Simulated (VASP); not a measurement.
## WC: single point with PBEsol

WC:

```xyz
2
Lattice="2.9005 0.0000 0.0000 -1.4503 2.5119 0.0000 0.0000 0.0000 2.8290" Properties=species:S:1:pos:R:3 pbc="T T T"
W     0.0000    0.0000    0.0000
C     1.3003    0.8373    1.1145
```

This cell differs from its parent crystal: atom 2 (C) moved by (-0.150, -0.300) A along x and z.

```json
{"Program": "VASP 6.6.1", "Task": "single point", "Functional": "PBEsol", "Potentials or basis": "VASP PAW PBE potentials, release 64 (W_sv, C)", "Cutoff": "520 eV", "k mesh": "18 × 18 × 16", "Occupations": "gaussian, width 0.15 eV", "Spin": "no spin polarisation", "Dipole correction": "no", "Further INCAR settings": "ALGO = Normal; EDIFF = 1e-07; NBANDS = 16"}
```

* Pressure: 25.1 GPa
* Largest force: 6.067 eV/Å
* Band gap on the k mesh: zero (band 9 reaches 12.52 eV, above the bottom of band 10 at 10.97 eV)

Forces in eV/Å, atoms in the order of the input:
```
W   -2.984 -0.439 -5.265
C    2.984  0.439  5.265
```

Stress tensor (GPa, compression positive):
```
24.15 14.00 17.28
14.00 23.13  3.61
17.28  3.61 27.88
```

Levels at points of the mesh, in eV from the Fermi level:
```tsv
k point	band 6	band 7	band 8	band 9	band 10	band 11	band 12	band 13
(0.00, 0.00, 0.00)	-5.58	-4.32	-3.99	1.22	2.17	3.04	5.41	6.43
(0.50, 0.00, 0.00)	-7.64	-4.36	-3.38	-1.22	3.02	3.92	4.31	5.06
(0.00, 0.50, 0.00)	-7.30	-4.63	-3.24	-1.01	2.89	4.04	4.58	5.21
(0.50, 0.50, 0.00)	-6.95	-4.61	-2.63	-1.61	2.92	4.33	4.69	4.88
(0.00, 0.00, 0.50)	-8.59	-3.88	-2.82	-0.66	-0.21	3.66	4.32	6.37
(0.50, 0.00, 0.50)	-6.84	-4.40	-3.70	-0.30	4.04	5.12	6.10	8.30
(0.00, 0.50, 0.50)	-7.17	-4.70	-3.96	0.07	3.85	5.12	5.73	8.74
(0.50, 0.50, 0.50)	-7.59	-5.11	-4.45	0.57	3.95	5.11	6.00	9.27
```

It took 20 min on 1 thread of AMD EPYC 7R43 64-Core Processor (Zen 3), with other jobs on the host, peak memory 0.83 GiB.

Caveat: the cell differs from its parent crystal (atom 2 (C) moved by (-0.150, -0.300) A along x and z); the PAW data sets were made with another functional, which shifts forces and pressure a little; spin-orbit coupling is left out, which moves the levels of the heavy elements.
